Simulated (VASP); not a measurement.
# Sb (R-3m) in VASP: further runs

Runs on Sb. Level: PBE. Tasks: single point.

Everything below comes from runs of VASP 6.6.1. Logs are shortened: lines on timing, memory, paths and dates and some standing lists are left out, and cuts for length are marked.

**1. The cell of the first run**

Symmetry: R-3m, No. 166, trigonal system. Conventional cell: a = 4.344 Å, b = 4.344 Å, c = 11.232 Å, α = 90.00°, β = 90.00°, γ = 120.00°. Sb (site symmetry 3m) has 6 Sb at 2.92 to 3.36 Å within 3.9 Å.

**2. Single point, PBE (equal xx and yy strain of +1 %)**

Input file INCAR:

```
PREC = Accurate
ENCUT = 520
EDIFF = 1E-7
ISMEAR = -1
SIGMA = 0.05
LREAL = False
LASPH = True
NELM = 80
ALGO = Normal
ISIF = 2
LWAVE = False
LCHARG = False
GGA = PE
NBANDS = 12
```

Input file KPOINTS:

```
Automatic mesh
0
Gamma
  9 9 9
```

Input file POSCAR:

```
Sb
1.0
    2.1721063353      1.2540661774      3.7440000000
   -2.1721063353      1.2540661774      3.7440000000
    0.0000000000     -2.5081323547      3.7440000000
Sb
2
Direct
    0.2336400000      0.2336400000      0.2336400000
    0.7663600000      0.7663600000      0.7663600000
```

Potentials or basis: VASP PAW PBE potentials, release 64 (Sb).

Command:

```
$ cat potpaw_PBE.64/Sb/POTCAR > POTCAR
$ mpirun -np 1 vasp_std > vasp.out
```

OUTCAR:

```text
PREC = Accurate
   ENCUT = 520
   EDIFF = 1E-7
   ISMEAR = -1
   LREAL = False
   LASPH = True
   NELM = 80
   ISIF = 2
   GGA = PE

 ion  position               nearest neighbor table
   1  0.234  0.234  0.234-   2 2.92   2 2.92   2 2.92   2 3.36   2 3.36   2 3.36
   2  0.766  0.766  0.766-   1 2.92   1 2.92   1 2.92   1 3.36   1 3.36   1 3.36

  LATTYP: Found a trigonal (rhomboedric) cell.
 ALAT       =     4.5064691177
 COS(alpha) =     0.5353570396

  Lattice vectors:

 A1 = (   2.1721063353,   1.2540661774,   3.7440000000)
 A2 = (  -2.1721063353,   1.2540661774,   3.7440000000)
 A3 = (   0.0000000000,  -2.5081323547,   3.7440000000)

Analysis of symmetry for initial positions (statically):
=====================================================================
 Subroutine PRICEL returns:
 Original cell was already a primitive cell.

 Routine SETGRP: Setting up the symmetry group for a
 trigonal (rhombohedral) supercell.

 Subroutine GETGRP returns: Found 12 space group operations
 (whereof 12 operations were pure point group operations)
 out of a pool of 12 trial point group operations.

The static configuration has the point symmetry D_3d.

Analysis of symmetry for dynamics (positions and initial velocities):
=====================================================================
 Subroutine PRICEL returns:
 Original cell was already a primitive cell.

 Routine SETGRP: Setting up the symmetry group for a
 trigonal (rhombohedral) supercell.

 Subroutine GETGRP returns: Found 12 space group operations
 (whereof 12 operations were pure point group operations)
 out of a pool of 12 trial point group operations.

The dynamic configuration has the point symmetry D_3d.

 Subroutine INISYM returns: Found 12 space group operations
 (whereof 12 operations are pure point group operations),
 and found     1 'primitive' translations

----------------------------------------------------------------------------------------

                                     Primitive cell

  volume of cell :      61.1912

  direct lattice vectors                    reciprocal lattice vectors
     2.172106335  1.254066177  3.744000000     0.230191309  0.132901014  0.089031339
    -2.172106335  1.254066177  3.744000000    -0.230191309  0.132901014  0.089031339
     0.000000000 -2.508132355  3.744000000     0.000000000 -0.265802028  0.089031339

  length of vectors
     4.506469118  4.506469118  4.506469118     0.280316424  0.280316424  0.280316424

  position of ions in fractional coordinates (direct lattice)
     0.233640000  0.233640000  0.233640000
     0.766360000  0.766360000  0.766360000

  ion indices of the primitive-cell ions
   primitive index   ion index
                 1           1
                 2           2

----------------------------------------------------------------------------------------

 KPOINTS: Automatic mesh

Automatic generation of k-mesh.
 Grid dimensions read from file:
 generate k-points for:    9    9    9

 Generating k-lattice:

  Cartesian coordinates                     Fractional coordinates (reciprocal lattice)
     0.025576812  0.014766779  0.009892371     0.111111111 -0.000000000  0.000000000
    -0.025576812  0.014766779  0.009892371    -0.000000000  0.111111111  0.000000000
     0.000000000 -0.029533559  0.009892371     0.000000000  0.000000000  0.111111111

  Length of vectors
     0.031146269  0.031146269  0.031146269

  Shift w.r.t. Gamma in fractional coordinates (k-lattice)
     0.000000000  0.000000000  0.000000000

 Subroutine IBZKPT returns following result:
 ===========================================

 Found     85 irreducible k-points:

 Following reciprocal coordinates:
            Coordinates               Weight
  0.000000  0.000000  0.000000      1.000000
  0.111111  0.000000  0.000000      6.000000
  0.222222  0.000000  0.000000      6.000000
  0.333333 -0.000000  0.000000      6.000000
  0.444444  0.000000  0.000000      6.000000
  0.111111  0.111111  0.000000      6.000000
[... 16 lines left out ...]
 -0.333333  0.333333  0.000000      6.000000
  0.444444  0.444444  0.000000      6.000000
 [... further k-points ...]
   k-points           NKPTS =     85   k-points in BZ     NKDIM =     85   number of bands    NBANDS=     12
   number of dos      NEDOS =    301   number of ions     NIONS =      2
   total plane-waves  NPLWV =  46656
   dimension x,y,z NGX =    36 NGY =   36 NGZ =   36
   dimension x,y,z NGXF=    72 NGYF=   72 NGZF=   72
   ions per type =               2
   NGX,Y,Z   is equivalent  to a cutoff of  13.28, 13.28, 13.28 a.u.
   NGXF,Y,Z  is equivalent  to a cutoff of  26.56, 26.56, 26.56 a.u.
 SYSTEM =  unknown system
   PREC   = accura    normal or accurate (medium, high low for compatibility)
   ISTART =      0    job   : 0-new  1-cont  2-samecut
   ICHARG =      2    charge: 1-file 2-atom 10-const
   ISPIN  =      1    spin polarized calculation?
   LNONCOLLINEAR =      F non collinear calculations
   LSORBIT =      F    spin-orbit coupling
   LASPH  =      T    aspherical Exc in radial PAW
   ENCUT  =  520.0 eV  38.22 Ry    6.18 a.u.   8.38  8.38  8.38*2*pi/ulx,y,z
   NELM   =     80;   NELMIN=  2; NELMDL= -5     # of ELM steps
   EDIFF  = 0.1E-06   stopping-criterion for ELM
   LREAL  =      F    real-space projection
   EDIFFG = 0.1E-05   stopping-criterion for IOM
   NSW    =      0    number of steps for IOM
   IBRION =     -1    ionic relax: 0-MD 1-quasi-New 2-CG
   NFREE  =      0    steps in history (QN), initial steepest desc. (CG)
   ISIF   =      2    stress and relaxation
   ISYM   =      2    0-nonsym 1-usesym 2-fastsym
   POTIM  = 0.5000    time-step for ionic-motion
   TEBEG  =    0.0;   TEEND  =   0.0 temperature during run
   PSTRESS=    0.0 pullay stress
   NELECT =      10.0000    total number of electrons
   NUPDOWN=      -1.0000    fix difference up-down
   EMIN   =  10.00;   EMAX   =-10.00  energy-range for DOS
   EFERMI =   0.00;   METHOD = LEGACY
   ISMEAR =    -1;   SIGMA  =   0.05  broadening in eV -4-tet -1-fermi 0-gaus
   EFERMI_NEDOS =   21; number of points for ismear=-14 and -15
   IALGO  =     38    algorithm
   IMIX   =      4    mixing-type and parameters
     AMIX     =   0.40;   BMIX     =  1.00
     AMIX_MAG =   1.60;   BMIX_MAG =  1.00
  volume/ion in A,a.u.               =      30.60       206.47
  Fermi-wavevector in a.u.,A,eV,Ry     =   0.895046  1.691391 10.899724  0.801107
  Thomas-Fermi vector in A             =   2.017328
   LORBIT       =      0    0 simple, 1 ext, 2 COOP (PROOUT), +10 PAW based schemes
   GGA     = PE    functional components
[... 5 lines left out ...]
 non-spin polarized calculation
  energy-cutoff  :      520.00
  volume of cell :       61.19
 maximum number of plane-waves:      1661
 NGX is ok and might be reduce to    36
   NGX = 17   NGY = 17   NGZ = 17

 number of electron      10.0000000 magnetization

 Free energy of the ion-electron system (eV)
  ---------------------------------------------------
  ext. energy  EPLUGINS =         0.00000000
  ---------------------------------------------------
  free energy    TOTEN  =        -8.26899175 eV

  energy without entropy =       -8.26756843  energy(sigma->0) =       -8.26828009

 E-fermi :   7.0886     XC(G=0):  -9.4765

 val. band max:        7.0048790098   @ k =   0.3333   0.1111   0.1111
 cond. band min:       7.1334296239   @ k =   0.4444   0.0000   0.0000
 fundamental gap:      0.1285506140
 Fermi energy:         7.0885773793

 k-point     1 :       0.0000    0.0000    0.0000
  band No.  band energies     occupation
      1      -5.4932      2.00000
      2       2.2733      2.00000
      3       5.1722      2.00000
      4       5.3047      2.00000
      5       5.3047      2.00000
      6       9.1929      0.00000
      7       9.8064      0.00000
      8       9.8064      0.00000
      9      12.1663      0.00000
     10      12.1663      0.00000
     11      12.3788      0.00000
     12      13.7358      0.00000

 k-point     2 :       0.1111    0.0000    0.0000
  band No.  band energies     occupation
      1      -5.3594      2.00000
      2       1.6921      2.00000
      3       5.1918      2.00000
      4       5.2779      2.00000
      5       5.5555      2.00000
      6       9.0964      0.00000
      7       9.4597      0.00000
      8       9.4870      0.00000
      9      11.7244      0.00000
     10      12.1681      0.00000
     11      12.2175      0.00000
     12      14.5883      0.00000

 k-point     3 :       0.2222    0.0000    0.0000
  band No.  band energies     occupation
      1      -4.9611      2.00000
      2       0.4637      2.00000
      3       5.2028      2.00000
      4       5.2277      2.00000
      5       5.9751      2.00000
      6       8.5414      0.00000
      7       8.7261      0.00000
      8       8.7632      0.00000
      9      11.8603      0.00000
     10      12.4676      0.00000
     11      12.8257      0.00000
     12      16.3142      0.00000

 k-point     4 :       0.3333   -0.0000    0.0000
  band No.  band energies     occupation
      1      -4.3105      2.00000
      2      -0.8942      2.00000
      3       5.2027      2.00000
      4       5.2751      2.00000
      5       6.3074      2.00000
      6       7.7893      0.00000
      7       7.9468      0.00000
      8       8.0726      0.00000
      9      12.8183      0.00000
     10      13.5291      0.00000
     11      13.9812      0.00000
     12      17.6807      0.00000

 k-point     5 :       0.4444    0.0000    0.0000
  band No.  band energies     occupation
      1      -3.4648      2.00000
      2      -2.1287      2.00000
      3       5.2079      2.00000
      4       5.3784      2.00000
      5       6.6526      1.99967
      6       7.1334      0.57932
      7       7.4507      0.00143
      8       7.6654      0.00002
      9      14.2134      0.00000
     10      15.1253      0.00000
     11      15.5115      0.00000
     12      16.0951      0.00000
[... 228 lines left out ...]
      1      -3.5680      2.00000
      2      -0.7664      2.00000
      3       2.3955      2.00000
      4       3.7087      2.00000
      5       3.9144      2.00000
      6       9.2119      0.00000
      7      11.2108      0.00000
      8      11.5997      0.00000
      9      12.2927      0.00000
     10      16.0312      0.00000
     11      16.2541      0.00000
     12      17.0046      0.00000

 k-point    22 :      -0.4444    0.3333    0.0000
  band No.  band energies     occupation
      1      -2.9518      2.00000
      2      -1.6135      2.00000
      3       2.0114      2.00000
      4       3.9028      2.00000
      5       4.1421      2.00000
      6       9.9193      0.00000
      7      10.5452      0.00000
      8      11.0272      0.00000
      9      12.7647      0.00000
     10      14.9925      0.00000
     11      15.8912      0.00000
     12      17.7692      0.00000

 k-point    23 :      -0.3333    0.3333    0.0000
  band No.  band energies     occupation
      1      -2.5098      2.00000
      2      -2.3346      2.00000
      3       2.1317      2.00000
      4       4.3765      2.00000
      5       4.6146      2.00000
      6       9.2825      0.00000
      7       9.6557      0.00000
      8      12.2048      0.00000
      9      12.4534      0.00000
     10      13.6022      0.00000
     11      14.9200      0.00000
     12      17.0586      0.00000

 k-point    24 :       0.4444    0.4444    0.0000
  band No.  band energies     occupation
      1      -3.3181      2.00000
      2      -0.7529      2.00000
      3       1.9256      2.00000
      4       3.5145      2.00000
      5       3.5191      2.00000
      6       8.7204      0.00000
      7      11.9327      0.00000
      8      12.4776      0.00000
      9      13.5197      0.00000
     10      15.6426      0.00000
     11      16.7202      0.00000
     12      17.9310      0.00000

 [... further k-points ...]

------------------------ aborting loop because EDIFF is reached ----------------------------------------

  FORCE on cell =-STRESS in cart. coord.  units (eV):
  Direction    XX          YY          ZZ          XY          YZ          ZX
  --------------------------------------------------------------------------------------
  -------------------------------------------------------------------------------------
  Total        0.7109340      0.7109340      0.7425280      0.0000000      0.0000000      0.0000000
  in kB       18.6144934     18.6144934     19.4417242      0.0000000      0.0000000      0.0000000
  external PRESSURE =      18.8902370 kB  Pullay stress =       0.0000000 kB

 VOLUME and BASIS-vectors are now :
 -----------------------------------------------------------------------------
  energy-cutoff  :      520.00
  volume of cell :       61.19
      direct lattice vectors                 reciprocal lattice vectors
     2.172106335  1.254066177  3.744000000     0.230191309  0.132901014  0.089031339
    -2.172106335  1.254066177  3.744000000    -0.230191309  0.132901014  0.089031339
     0.000000000 -2.508132355  3.744000000     0.000000000 -0.265802028  0.089031339

 POSITION                                       TOTAL-FORCE (eV/Angst)
 -----------------------------------------------------------------------------------
      0.00000      0.00000      2.62424         0.000000      0.000000      0.150091
      0.00000      0.00000      8.60776         0.000000     -0.000000     -0.150091
 -----------------------------------------------------------------------------------
    total drift:                                0.000000     -0.000000      0.000000

  FREE ENERGIE OF THE ION-ELECTRON SYSTEM (eV)
  ---------------------------------------------------
  free  energy   TOTEN  =        -8.2689917463 eV

  energy  without entropy=       -8.2675684292  energy(sigma->0) =       -8.26828009
```

Run time: 39 s. Hardware: 1 thread of AMD EPYC 9R14 (Zen 4), shared host; peak memory 0.19 GiB.

Results:

| Quantity | Value |
| --- | --- |
| Free energy | -8.2690 eV |
| Pressure | 1.9 GPa |
| Largest force | 0.150 eV/Å |
| Band gap on the k mesh | 0.13 eV, indirect (least direct gap 0.48 eV) |

Forces on the atoms (eV/Å):
```
Sb   0.000  0.000  0.150
Sb   0.000  0.000 -0.150
```

Levels at points of the mesh, in eV from the valence-band top:
| k point | band 3 | band 4 | band 5 | band 6 | band 7 | band 8 |
| --- | --- | --- | --- | --- | --- | --- |
| (0.00, 0.00, 0.00) | -1.83 | -1.70 | -1.70 | 2.19 | 2.80 | 2.80 |

Caveat: the cell differs from its parent crystal (equal xx and yy strain of +1 %); spin-orbit coupling is left out, which moves the levels of the heavy elements.

(Continued in part 2 of 2.)
